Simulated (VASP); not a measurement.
# ScZnH2 (P4/mmm) in VASP: a series of runs

Runs on ScZnH2. Level: PBE. Tasks: single point, relaxation of cell and atoms.

All numbers are computed with VASP 6.6.1; they aren't measurements. Logs are shortened: lines on timing, memory, paths and dates and some standing lists are left out, and cuts for length are marked.

**1. The cell of the first run**

Symmetry: P4/mmm, No. 123, tetragonal system. The conventional cell has a = 3.747 Å, b = 3.747 Å, c = 2.893 Å, α = 90.00°, β = 90.00°, γ = 90.00°. Sc (site symmetry 4/mmm) has 8 H at 2.37 Å and 2 Sc at 2.89 Å and 8 Zn at 3.02 Å within 3.1 Å. Within 2.5 Å of Zn (site symmetry 4/mmm) lie 4 H at 1.87 Å. Within 2.5 Å of H (site symmetry mmm) lie 2 Zn at 1.87 Å and 4 Sc at 2.37 Å.

**2. Single point, PBE**

Contents of INCAR:

```
PREC = Accurate ; ENCUT = 520
EDIFF = 1E-7 ; ISMEAR = 0
SIGMA = 0.1 ; LREAL = F
LASPH = T ; NELM = 100
ALGO = Normal ; ISIF = 2
LWAVE = F ; LCHARG = T
GGA = PE ; LELF = T
LVHAR = T ; NBANDS = 20
```

Contents of KPOINTS:

```
regular mesh
0
Gamma
  12 12 16
```

Contents of POSCAR:

```
ScZnH2
1.0
    3.7468483636      0.0000000000      0.0000000000
    0.0000000000      3.7468483636      0.0000000000
    0.0000000000      0.0000000000      2.8930749329
Sc Zn H
1 1 2
Direct
    0.5000000000      0.5000000000      0.5000000000
    0.0000000000      0.0000000000      0.0000000000
    0.5000000000      0.0000000000      0.0000000000
    0.0000000000      0.5000000000      0.0000000000
```

Potentials or basis: VASP PAW PBE potentials, release 64 (Sc_sv, Zn, H).

Command:

```
> cat potpaw_PBE.64/Sc_sv/POTCAR potpaw_PBE.64/Zn/POTCAR potpaw_PBE.64/H/POTCAR > POTCAR
> mpirun -np 1 vasp_std > vasp.out
```

OUTCAR:

```text
PREC = Accurate
   ENCUT = 520
   EDIFF = 1E-7
   ISMEAR = 0
   LREAL = F
   LASPH = T
   NELM = 100
   ISIF = 2
   GGA = PE

 ion  position               nearest neighbor table
   1  0.500  0.500  0.500-   2 3.02   2 3.02   2 3.02   2 3.02   2 3.02   2 3.02   2 3.02   2 3.02

   2  0.000  0.000  0.000-   3 1.87   4 1.87   4 1.87   3 1.87   1 3.02   1 3.02   1 3.02   1 3.02
                             1 3.02   1 3.02   1 3.02   1 3.02
   3  0.500  0.000  0.000-   2 1.87   2 1.87
   4  0.000  0.500  0.000-   2 1.87   2 1.87

  LATTYP: Found a simple tetragonal cell.
 ALAT       =     3.7468483636
 C/A-ratio  =     0.7721355796

  Lattice vectors:

 A1 = (   3.7468483636,   0.0000000000,   0.0000000000)
 A2 = (   0.0000000000,   3.7468483636,   0.0000000000)
 A3 = (   0.0000000000,   0.0000000000,   2.8930749329)

Analysis of symmetry for initial positions (statically):
=====================================================================
 Subroutine PRICEL returns:
 Original cell was already a primitive cell.

 Routine SETGRP: Setting up the symmetry group for a
 simple tetragonal supercell.

 Subroutine GETGRP returns: Found 16 space group operations
 (whereof 16 operations were pure point group operations)
 out of a pool of 16 trial point group operations.

The static configuration has the point symmetry D_4h.

Analysis of symmetry for dynamics (positions and initial velocities):
=====================================================================
 Subroutine PRICEL returns:
 Original cell was already a primitive cell.

 Routine SETGRP: Setting up the symmetry group for a
 simple tetragonal supercell.

 Subroutine GETGRP returns: Found 16 space group operations
 (whereof 16 operations were pure point group operations)
 out of a pool of 16 trial point group operations.

The dynamic configuration has the point symmetry D_4h.

 Subroutine INISYM returns: Found 16 space group operations
 (whereof 16 operations are pure point group operations),
 and found     1 'primitive' translations

----------------------------------------------------------------------------------------

                                     Primitive cell

  volume of cell :      40.6155

[... 82 lines left out ...]
 SYSTEM =  unknown system
   PREC   = accura    normal or accurate (medium, high low for compatibility)
   ISTART =      0    job   : 0-new  1-cont  2-samecut
   ICHARG =      2    charge: 1-file 2-atom 10-const
   ISPIN  =      1    spin polarized calculation?
   LNONCOLLINEAR =      F non collinear calculations
   LSORBIT =      F    spin-orbit coupling
   LASPH  =      T    aspherical Exc in radial PAW
   ENCUT  =  520.0 eV  38.22 Ry    6.18 a.u.   6.97  6.97  5.38*2*pi/ulx,y,z
   NELM   =    100;   NELMIN=  2; NELMDL= -5     # of ELM steps
   EDIFF  = 0.1E-06   stopping-criterion for ELM
   LREAL  =      F    real-space projection
   EDIFFG = 0.1E-05   stopping-criterion for IOM
   NSW    =      0    number of steps for IOM
   IBRION =     -1    ionic relax: 0-MD 1-quasi-New 2-CG
   NFREE  =      0    steps in history (QN), initial steepest desc. (CG)
   ISIF   =      2    stress and relaxation
   ISYM   =      2    0-nonsym 1-usesym 2-fastsym
   POTIM  = 0.5000    time-step for ionic-motion
   TEBEG  =    0.0;   TEEND  =   0.0 temperature during run
   PSTRESS=    0.0 pullay stress
   NELECT =      25.0000    total number of electrons
   NUPDOWN=      -1.0000    fix difference up-down
   EMIN   =  10.00;   EMAX   =-10.00  energy-range for DOS
   EFERMI =   0.00;   METHOD = LEGACY
   ISMEAR =     0;   SIGMA  =   0.10  broadening in eV -4-tet -1-fermi 0-gaus
   EFERMI_NEDOS =   21; number of points for ismear=-14 and -15
   IALGO  =     38    algorithm
   IMIX   =      4    mixing-type and parameters
     AMIX     =   0.40;   BMIX     =  1.00
     AMIX_MAG =   1.60;   BMIX_MAG =  1.00
  volume/ion in A,a.u.               =      10.15        68.52
  Fermi-wavevector in a.u.,A,eV,Ry     =   1.392593  2.631619 26.385984  1.939315
  Thomas-Fermi vector in A             =   2.516321
   LORBIT       =      0    0 simple, 1 ext, 2 COOP (PROOUT), +10 PAW based schemes
   GGA     = PE    functional components
   LHFCALC =     F    Hartree Fock is set to
   AEXX    =    0.0000 exact exchange contribution
   IVDW    =     0    specifies the selected vdW correction
   LEPSILON=     F    determine dielectric tensor
   LRPA    =     F    only Hartree local field effects (RPA)
 non-spin polarized calculation
 Gauss-broadening in eV      SIGMA  =   0.10
  energy-cutoff  :      520.00
  volume of cell :       40.62
 maximum number of plane-waves:      1112
 NGX is ok and might be reduce to    28
   NGX = 13   NGY = 13   NGZ = 11

 number of electron      25.0000025 magnetization

 Free energy of the ion-electron system (eV)
  ---------------------------------------------------
  ext. energy  EPLUGINS =         0.00000000
  ---------------------------------------------------
  free energy    TOTEN  =       -14.49163792 eV

  energy without entropy =      -14.48200703  energy(sigma->0) =      -14.48682248

 E-fermi :   4.8300     XC(G=0): -11.0575

 val. band max:        4.8295643744   @ k =   0.5000   0.0000   0.1875
 cond. band min:       4.8372157769   @ k =   0.5000   0.0833   0.1875
 fundamental gap:      0.0076514026
 Fermi energy:         4.8300357401

 k-point     1 :       0.0000    0.0000    0.0000
  band No.  band energies     occupation
      1     -45.0152      2.00000
      2     -23.7276      2.00000
      3     -23.7276      2.00000
      4     -23.2405      2.00000
      5      -6.2421      2.00000
      6      -4.4001      2.00000
[... 541 lines left out ...]
     19      13.4619      0.00000
     20      14.4929      0.00000

 [... further k-points ...]
[... 5 lines left out ...]
  --------------------------------------------------------------------------------------
  -------------------------------------------------------------------------------------
  Total        0.0559374      0.0559374      0.0395987      0.0000000      0.0000000      0.0000000
  in kB        2.2065874      2.2065874      1.5620676      0.0000000      0.0000000      0.0000000
  external PRESSURE =       1.9917475 kB  Pullay stress =       0.0000000 kB

 VOLUME and BASIS-vectors are now :
 -----------------------------------------------------------------------------
  energy-cutoff  :      520.00
  volume of cell :       40.62
      direct lattice vectors                 reciprocal lattice vectors
     3.746848364  0.000000000  0.000000000     0.266890972  0.000000000  0.000000000
     0.000000000  3.746848364  0.000000000     0.000000000  0.266890972  0.000000000
     0.000000000  0.000000000  2.893074933     0.000000000  0.000000000  0.345652990

 POSITION                                       TOTAL-FORCE (eV/Angst)
 -----------------------------------------------------------------------------------
      1.87342      1.87342      1.44654         0.000000      0.000000      0.000000
      0.00000      0.00000      0.00000         0.000000      0.000000      0.000000
      1.87342      0.00000      0.00000         0.000000      0.000000      0.000000
      0.00000      1.87342      0.00000         0.000000      0.000000      0.000000
 -----------------------------------------------------------------------------------
    total drift:                               -0.000000      0.000000      0.000000

  FREE ENERGIE OF THE ION-ELECTRON SYSTEM (eV)
  ---------------------------------------------------
  free  energy   TOTEN  =       -14.4916379249 eV

  energy  without entropy=      -14.4820070319  energy(sigma->0) =      -14.48682248
```

OSZICAR:

```text
N       E                     dE             d eps       ncg     rms          rms(c)
DAV:   1     0.218024463997E+03    0.21802E+03   -0.12624E+04 10264   0.157E+03
DAV:   2    -0.523647361403E+01   -0.22326E+03   -0.21893E+03 10128   0.414E+02
DAV:   3    -0.157505026559E+02   -0.10514E+02   -0.10340E+02 13084   0.111E+02
DAV:   4    -0.159288006624E+02   -0.17830E+00   -0.17783E+00 13092   0.129E+01
DAV:   5    -0.159327299024E+02   -0.39292E-02   -0.39290E-02 13392   0.181E+00    0.896E+00
DAV:   6    -0.145781648440E+02    0.13546E+01   -0.31443E+00 13892   0.294E+01    0.382E+00
DAV:   7    -0.145013015251E+02    0.76863E-01   -0.42835E-01 11880   0.460E+00    0.184E+00
DAV:   8    -0.144918687848E+02    0.94327E-02   -0.70364E-02 12384   0.233E+00    0.496E-01
DAV:   9    -0.144918744307E+02   -0.56459E-05   -0.74120E-03 13176   0.166E+00    0.146E-01
DAV:  10    -0.144916856473E+02    0.18878E-03   -0.18438E-03 11676   0.632E-01    0.697E-02
DAV:  11    -0.144916333696E+02    0.52278E-04   -0.35677E-04 15108   0.322E-01    0.134E-02
DAV:  12    -0.144916385583E+02   -0.51887E-05   -0.73051E-05 11256   0.677E-02    0.768E-03
DAV:  13    -0.144916380709E+02    0.48746E-06   -0.25631E-06 14504   0.145E-02    0.286E-03
DAV:  14    -0.144916378717E+02    0.19921E-06   -0.75833E-07 14340   0.164E-02    0.402E-04
DAV:  15    -0.144916379249E+02   -0.53280E-07   -0.14771E-07  8628   0.304E-03
   1 F= -.14491638E+02 E0= -.14486822E+02  d E =-.963089E-02
```

stdout:

```text
POSCAR found type information on POSCAR ScZnH
 POSCAR found :  3 types and       4 ions
 scaLAPACK will be used
 LDA part: xc-table for (Slater+PW92), standard interpolation
 POSCAR, INCAR and KPOINTS ok, starting setup
 FFT: planning ... GRIDC
 FFT: planning ... GRID_SOFT
 FFT: planning ... GRID
 WAVECAR not read
 entering main loop
```

Run time: 69 s. Hardware: 1 thread of Intel Xeon 6975P-C (Granite Rapids), shared host; peak memory 0.33 GiB.

What came out:

```
Free energy : -14.4916 eV
Pressure    : 0.2 GPa
```

[end of part 1 of 2]
